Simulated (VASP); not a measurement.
# Li (a cell with a defect) in VASP: a series of runs

Li (a cell with a defect) is run at these levels: PBE+D3(BJ); tasks: single point.

Everything below comes from runs of VASP 6.6.1. Logs are shortened: lines on timing, memory, paths and dates and some standing lists are left out, and cuts for length are marked.

**1. The cell of the first run**

The cell holds a defect, 17 atoms: a = 6.980 Å, b = 6.980 Å, c = 6.980 Å, α = 90.00°, β = 90.00°, γ = 90.00°.

**2. Single point, PBE+D3(BJ)**

The input, INCAR:

```
SYSTEM = Li
PREC = Accurate
ENCUT = 520
EDIFF = 1E-6
ISMEAR = 0
SIGMA = 0.05
LREAL = Auto
LASPH = .TRUE.
NELM = 80
ALGO = Normal
ISIF = 2
LWAVE = .FALSE.
LCHARG = .TRUE.
GGA = PE
IVDW = 12
LELF = .TRUE.
LVHAR = .TRUE.
NBANDS = 40
```

The input, KPOINTS:

```
Automatic mesh
0
G
  3 3 3
  0 0 0
```

The input, POSCAR:

```
Li
1.0
    6.9800000000      0.0000000000      0.0000000000
    0.0000000000      6.9800000000      0.0000000000
    0.0000000000      0.0000000000      6.9800000000
Li
17
Direct
   -0.0231104585     -0.0645412607     -0.0396558739
    0.4672908309     -0.0097918338      0.0181100287
   -0.0380421203      0.5098064470     -0.0356925501
   -0.0050174785      0.0034313754      0.4926297994
    0.3416174785      0.3439835244      0.3571406877
    0.4859445559      0.5003093123     -0.0060053009
    0.4760815186     -0.0129196275      0.4792959885
    0.7332166189      0.2415233524      0.2410551576
   -0.0242949857      0.4871924069      0.5108623209
    0.2227081662      0.7265899713      0.2509502865
    0.2472687679      0.2409308023      0.7463141834
    0.5581826648      0.5296740688      0.5525532951
    0.7410295129      0.7408969914      0.2485197708
    0.7307729226      0.2202386819      0.7617421203
    0.2470064470      0.7330144699      0.7300779370
    0.7228296562      0.7853992837      0.7468342407
    0.1220805158      0.1966567335      0.1416194842
```

Potentials or basis: VASP PAW PBE potentials, release 64 (Li_sv).

Command:

```console
$ cat potpaw_PBE.64/Li_sv/POTCAR > POTCAR
$ mpirun -np 1 vasp_std > vasp.out
```

OUTCAR:

```text
SYSTEM = Li
   PREC = Accurate
   ENCUT = 520
   EDIFF = 1E-6
   ISMEAR = 0
   LREAL = Auto
   LASPH = .TRUE.
   NELM = 80
   ISIF = 2
   GGA = PE
   IVDW = 12
 IVDW          = 12

 ion  position               nearest neighbor table
   1  0.977  0.935  0.960-  17 2.44  16 2.54
   2  0.467  0.990  0.018-
   3  0.962  0.510  0.964-
   4  0.995  0.003  0.493-
   5  0.342  0.344  0.357-  17 2.38  12 2.41
   6  0.486  0.500  0.994-
   7  0.476  0.987  0.479-
   8  0.733  0.242  0.241-
   9  0.976  0.487  0.511-
  10  0.223  0.727  0.251-
  11  0.247  0.241  0.746-
  12  0.558  0.530  0.553-   5 2.41  16 2.52
  13  0.741  0.741  0.249-
  14  0.731  0.220  0.762-
  15  0.247  0.733  0.730-
  16  0.723  0.785  0.747-  12 2.52   1 2.54
  17  0.122  0.197  0.142-   5 2.38   1 2.44

  LATTYP: Found a simple cubic cell.
 ALAT       =     6.9800000000

  Lattice vectors:

 A1 = (   6.9800000000,   0.0000000000,   0.0000000000)
 A2 = (   0.0000000000,   6.9800000000,   0.0000000000)
 A3 = (   0.0000000000,   0.0000000000,   6.9800000000)

Analysis of symmetry for initial positions (statically):
=====================================================================
 Subroutine PRICEL returns:
 Original cell was already a primitive cell.

 Routine SETGRP: Setting up the symmetry group for a
 simple cubic supercell.

 Subroutine GETGRP returns: Found  1 space group operations
 (whereof  1 operations were pure point group operations)
 out of a pool of 48 trial point group operations.

The static configuration has the point symmetry C_1 .

Analysis of symmetry for dynamics (positions and initial velocities):
=====================================================================
 Subroutine PRICEL returns:
 Original cell was already a primitive cell.

 Routine SETGRP: Setting up the symmetry group for a
 simple cubic supercell.

 Subroutine GETGRP returns: Found  1 space group operations
 (whereof  1 operations were pure point group operations)
 out of a pool of 48 trial point group operations.

The dynamic configuration has the point symmetry C_1 .

 Subroutine INISYM returns: Found  1 space group operations
 (whereof  1 operations are pure point group operations),
 and found     1 'primitive' translations

----------------------------------------------------------------------------------------

                                     Primitive cell

  volume of cell :     340.0684

  direct lattice vectors                    reciprocal lattice vectors
     6.980000000  0.000000000  0.000000000     0.143266476  0.000000000  0.000000000
     0.000000000  6.980000000  0.000000000     0.000000000  0.143266476  0.000000000
     0.000000000  0.000000000  6.980000000     0.000000000  0.000000000  0.143266476

  length of vectors
     6.980000000  6.980000000  6.980000000     0.143266476  0.143266476  0.143266476

  position of ions in fractional coordinates (direct lattice)
     0.976889542  0.935458739  0.960344126
     0.467290831  0.990208166  0.018110029
     0.961957880  0.509806447  0.964307450
     0.994982521  0.003431375  0.492629799
     0.341617478  0.343983524  0.357140688
     0.485944556  0.500309312  0.993994699
[... 9 lines left out ...]
     0.722829656  0.785399284  0.746834241
     0.122080516  0.196656733  0.141619484

  ion indices of the primitive-cell ions
   primitive index   ion index
                 1           1
                 2           2
                 3           3
                 4           4
                 5           5
                 6           6
[... 9 lines left out ...]
                16          16
                17          17

----------------------------------------------------------------------------------------

 KPOINTS: Automatic mesh

Automatic generation of k-mesh.
 Grid dimensions read from file:
 generate k-points for:    3    3    3

 Generating k-lattice:

  Cartesian coordinates                     Fractional coordinates (reciprocal lattice)
     0.047755492  0.000000000  0.000000000     0.333333333  0.000000000  0.000000000
     0.000000000  0.047755492  0.000000000     0.000000000  0.333333333  0.000000000
     0.000000000  0.000000000  0.047755492     0.000000000  0.000000000  0.333333333

  Length of vectors
     0.047755492  0.047755492  0.047755492

  Shift w.r.t. Gamma in fractional coordinates (k-lattice)
     0.000000000  0.000000000  0.000000000

 Subroutine IBZKPT returns following result:
 ===========================================

 Found     14 irreducible k-points:

 Following reciprocal coordinates:
            Coordinates               Weight
  0.000000  0.000000  0.000000      1.000000
  0.333333  0.000000  0.000000      2.000000
  0.000000  0.333333  0.000000      2.000000
  0.000000  0.000000  0.333333      2.000000
  0.333333  0.333333  0.000000      2.000000
  0.000000  0.333333  0.333333      2.000000
  0.333333  0.000000  0.333333      2.000000
 -0.333333  0.333333  0.000000      2.000000
 -0.333333  0.000000  0.333333      2.000000
  0.000000 -0.333333  0.333333      2.000000
  0.333333  0.333333  0.333333      2.000000
 -0.333333  0.333333  0.333333      2.000000
 -0.333333 -0.333333  0.333333      2.000000
  0.333333 -0.333333  0.333333      2.000000
   k-points           NKPTS =     14   k-points in BZ     NKDIM =     14   number of bands    NBANDS=     40
   number of dos      NEDOS =    301   number of ions     NIONS =     17
   total plane-waves  NPLWV = 157464
   dimension x,y,z NGX =    54 NGY =   54 NGZ =   54
   dimension x,y,z NGXF=   108 NGYF=  108 NGZF=  108
   ions per type =              17
   NGX,Y,Z   is equivalent  to a cutoff of  12.86, 12.86, 12.86 a.u.
   NGXF,Y,Z  is equivalent  to a cutoff of  25.72, 25.72, 25.72 a.u.
 SYSTEM =  Li
   PREC   = accura    normal or accurate (medium, high low for compatibility)
   ISTART =      0    job   : 0-new  1-cont  2-samecut
   ICHARG =      2    charge: 1-file 2-atom 10-const
   ISPIN  =      1    spin polarized calculation?
   LNONCOLLINEAR =      F non collinear calculations
   LSORBIT =      F    spin-orbit coupling
   LASPH  =      T    aspherical Exc in radial PAW
   ENCUT  =  520.0 eV  38.22 Ry    6.18 a.u.  12.98 12.98 12.98*2*pi/ulx,y,z
   NELM   =     80;   NELMIN=  2; NELMDL= -5     # of ELM steps
   EDIFF  = 0.1E-05   stopping-criterion for ELM
   LREAL  =      T    real-space projection
   EDIFFG = 0.1E-04   stopping-criterion for IOM
   NSW    =      0    number of steps for IOM
   IBRION =     -1    ionic relax: 0-MD 1-quasi-New 2-CG
   NFREE  =      0    steps in history (QN), initial steepest desc. (CG)
   ISIF   =      2    stress and relaxation
   ISYM   =      2    0-nonsym 1-usesym 2-fastsym
   POTIM  = 0.5000    time-step for ionic-motion
   TEBEG  =    0.0;   TEEND  =   0.0 temperature during run
   PSTRESS=    0.0 pullay stress
   NELECT =      51.0000    total number of electrons
   NUPDOWN=      -1.0000    fix difference up-down
   EMIN   =  10.00;   EMAX   =-10.00  energy-range for DOS
   EFERMI =   0.00;   METHOD = LEGACY
   ISMEAR =     0;   SIGMA  =   0.05  broadening in eV -4-tet -1-fermi 0-gaus
   EFERMI_NEDOS =   21; number of points for ismear=-14 and -15
   IALGO  =     38    algorithm
   IMIX   =      4    mixing-type and parameters
     AMIX     =   0.40;   BMIX     =  1.00
     AMIX_MAG =   1.60;   BMIX_MAG =  1.00
  volume/ion in A,a.u.               =      20.00       134.99
  Fermi-wavevector in a.u.,A,eV,Ry     =   0.869780  1.643646 10.293044  0.756517
  Thomas-Fermi vector in A             =   1.988651
   LORBIT       =      0    0 simple, 1 ext, 2 COOP (PROOUT), +10 PAW based schemes
   GGA     = PE    functional components
   LHFCALC =     F    Hartree Fock is set to
   AEXX    =    0.0000 exact exchange contribution
   IVDW    =    12    specifies the selected vdW correction
   LEPSILON=     F    determine dielectric tensor
   LRPA    =     F    only Hartree local field effects (RPA)
 non-spin polarized calculation
 Gauss-broadening in eV      SIGMA  =   0.05
  energy-cutoff  :      520.00
  volume of cell :      340.07
 maximum number of plane-waves:      9180
 NGX is ok and might be reduce to    54
   NGX = 25   NGY = 25   NGZ = 25

 number of electron      50.9999991 magnetization

 Free energy of the ion-electron system (eV)
  ---------------------------------------------------
  ext. energy  EPLUGINS =         0.00000000
  ---------------------------------------------------
  free energy    TOTEN  =       -31.74054183 eV

  energy without entropy =      -31.73143978  energy(sigma->0) =      -31.73599080

 E-fermi :   0.6118     XC(G=0):  -7.0710

 val. band max:        0.5446768458   @ k =   0.3333   0.0000   0.3333
 cond. band min:       0.6158764002   @ k =   0.0000   0.0000   0.0000
 fundamental gap:      0.0711995545
 Fermi energy:         0.6117528257

 k-point     1 :       0.0000    0.0000    0.0000
  band No.  band energies     occupation
      1     -46.0281      2.00000
      2     -45.9855      2.00000
      3     -45.9285      2.00000
      4     -45.9197      2.00000
      5     -45.9119      2.00000
      6     -45.9019      2.00000
[... 29 lines left out ...]
     36       3.6845      0.00000
     37       3.7466      0.00000

 k-point     2 :       0.3333    0.0000    0.0000
  band No.  band energies     occupation
      1     -46.0280      2.00000
      2     -45.9857      2.00000
      3     -45.9283      2.00000
      4     -45.9199      2.00000
      5     -45.9119      2.00000
      6     -45.9014      2.00000
[... 29 lines left out ...]
     36       3.6704      0.00000
     37       3.8081      0.00000
[... 438 lines left out ...]
     36       3.6038      0.00000
     37       3.9573      0.00000

 k-point    14 :       0.3333   -0.3333    0.3333
  band No.  band energies     occupation
      1     -46.0279      2.00000
      2     -45.9857      2.00000
      3     -45.9282      2.00000
      4     -45.9198      2.00000
      5     -45.9121      2.00000
      6     -45.9009      2.00000
[... 29 lines left out ...]
     36       3.6454      0.00000
     37       3.9145      0.00000
 [bands above 37 left out]

------------------------ aborting loop because EDIFF is reached ----------------------------------------

 Edisp (eV)   -2.91912

 E8    (eV) :    -1.2179

  FORCE on cell =-STRESS in cart. coord.  units (eV):
  Direction    XX          YY          ZZ          XY          YZ          ZX
  --------------------------------------------------------------------------------------
  -------------------------------------------------------------------------------------
  Total      -2.47763    -2.38414    -2.61664     0.79104     0.61216     0.82007
  in kB     -11.67295   -11.23250   -12.32789     3.72684     2.88411     3.86363
  external pressure =      -11.74 kB  Pullay stress =        0.00 kB

 VOLUME and BASIS-vectors are now :
 -----------------------------------------------------------------------------
  energy-cutoff  :      520.00
  volume of cell :      340.07
      direct lattice vectors                 reciprocal lattice vectors
     6.980000000  0.000000000  0.000000000     0.143266476  0.000000000  0.000000000
     0.000000000  6.980000000  0.000000000     0.000000000  0.143266476  0.000000000
     0.000000000  0.000000000  6.980000000     0.000000000  0.000000000  0.143266476

 POSITION                                       TOTAL-FORCE (eV/Angst)
 -----------------------------------------------------------------------------------
      6.81869      6.52950      6.70320         0.009310     -0.023831     -0.000098
      3.26169      6.91165      0.12641        -0.005205     -0.000933     -0.006353
      6.71447      3.55845      6.73087         0.006240     -0.013193     -0.002437
      6.94498      0.02395      3.43856         0.000056     -0.014241      0.009693
      2.38449      2.40101      2.49284        -0.010379      0.023230     -0.017940
      3.39189      3.49216      6.93808        -0.000620     -0.003789      0.006412
[... 9 lines left out ...]
      5.04535      5.48209      5.21290        -0.024888      0.005440      0.001459
      0.85212      1.37266      0.98850         0.020644      0.021921      0.032612
 -----------------------------------------------------------------------------------
    total drift:                                0.006078     -0.006351      0.004497

  FREE ENERGIE OF THE ION-ELECTRON SYSTEM (eV)
  ---------------------------------------------------
  free  energy   TOTEN  =       -34.6596576297 eV

  energy  without entropy=      -34.6505555785  energy(sigma->0) =      -34.65510660
```

Run time: 2.7 min. Hardware: 1 thread of Intel Xeon 6975P-C (Granite Rapids), shared host; peak memory 0.4 GiB.

Results:

```
Free energy                : -34.6597 eV
Largest force              : 0.044 eV/Å
Dispersion energy per atom : -0.172 eV
```

Forces on the atoms (eV/Å):
```
Li   0.009 -0.024  0.000
Li  -0.005 -0.001 -0.006
Li   0.006 -0.013 -0.002
Li   0.000 -0.014  0.010
Li  -0.010  0.023 -0.018
Li  -0.001 -0.004  0.006
Li  -0.007  0.002 -0.004
Li  -0.010 -0.008 -0.004
Li   0.013 -0.012 -0.011
Li   0.003  0.010 -0.005
Li  -0.010 -0.006  0.021
Li   0.031 -0.001  0.016
Li  -0.003  0.016 -0.013
Li  -0.011  0.003 -0.009
Li  -0.002  0.003 -0.015
Li  -0.025  0.005  0.001
Li   0.021  0.022  0.033
```

Caveat: the cutoff is under 1.25 times the usual one of these potentials, so pressure, stress and relaxed cells hold a basis-set (Pulay) error.

**3. Single point, PBE+D3(BJ)**

The input, INCAR:

```
PREC     = Accurate       # precision mode
ENCUT    = 520            # plane-wave cutoff, eV
EDIFF    = 1E-6           # SCF threshold, eV
ISMEAR   = 0              # smearing method
SIGMA    = 0.05           # smearing width, eV
LREAL    = Auto         
LASPH    = T              # aspherical terms in the spheres
NELM     = 60             # most SCF steps
ALGO     = Normal         # electronic algorithm
ISIF     = 2              # what is computed and relaxed
LWAVE    = F              # write WAVECAR
LCHARG   = F              # write CHGCAR
GGA      = PE             # functional
IVDW     = 12             # dispersion correction
NBANDS   = 40             # bands
```

The input, KPOINTS:

```
Automatic mesh
0
Gamma
  3 3 3
```

The input, POSCAR:

```
Li
1.0
    6.9800000000      0.0000000000      0.0000000000
    0.0000000000      6.9800000000      0.0000000000
    0.0000000000      0.0000000000      6.9800000000
Li
17
Direct
   -0.0380521490     -0.0903166189     -0.0540687679
    0.4763014327     -0.0095230659      0.0111262178
   -0.0235971347      0.5024938395     -0.0119186246
   -0.0040001433      0.0116905444      0.5079608883
    0.3206527221      0.3615849570      0.3228726361
    0.5013833811      0.5130148997     -0.0058224928
    0.4698856734      0.0119587393      0.4857151862
    0.7343097421      0.2393229226      0.2439955587
   -0.0233809456      0.4891352436      0.5140588825
    0.2283382521      0.7452100287      0.2597212034
    0.2469734957      0.2480783668      0.7568422636
    0.5516883954      0.4955312321      0.5515401146
    0.7391262178      0.7501972779      0.2632214900
    0.7433912607      0.2208227794      0.7777429799
    0.2535287966      0.7320808023      0.7273242120
    0.7114823782      0.7757626074      0.7233634670
    0.1155560172      0.1491176218      0.1447285100
```

Potentials or basis: VASP PAW PBE potentials, release 64 (Li_sv).

Command:

```console
$ cat potpaw_PBE.64/Li_sv/POTCAR > POTCAR
$ mpirun -np 1 vasp_std > vasp.out
```

Wall time 2.4 min (1 thread of Intel Xeon 6975P-C (Granite Rapids), shared host); peak memory 0.4 GiB.

Results (log left out):

```yaml
Free_energy: -34.6744 eV
Largest_force: 0.033 eV/Å
Dispersion_energy_per_atom: -0.172 eV
```

Forces on the atoms (eV/Å):
```
Li   0.006 -0.020 -0.002
Li  -0.001  0.001 -0.003
Li   0.007 -0.005  0.004
Li   0.001  0.003 -0.002
Li  -0.029  0.001 -0.015
Li   0.001  0.001  0.001
Li  -0.001  0.011 -0.006
Li  -0.006 -0.004 -0.001
Li   0.007 -0.005  0.000
Li   0.008  0.010  0.008
Li  -0.007  0.001  0.014
Li   0.011 -0.024  0.001
Li  -0.005  0.007 -0.002
Li  -0.002  0.002  0.005
Li   0.005  0.001 -0.012
Li  -0.015  0.001 -0.002
Li   0.019  0.019  0.013
```

Levels at points of the mesh, in eV from the Fermi level:
```csv
k point,band 22,band 23,band 24,band 25,band 26,band 27,band 28,band 29
"(0.00, 0.00, 0.00)",-1.18,-1.18,-1.16,0.01,0.04,0.34,0.36,0.38
```

Caveat: the cutoff is under 1.25 times the usual one of these potentials, so pressure, stress and relaxed cells hold a basis-set (Pulay) error.

(Continued in part 2 of 2.)
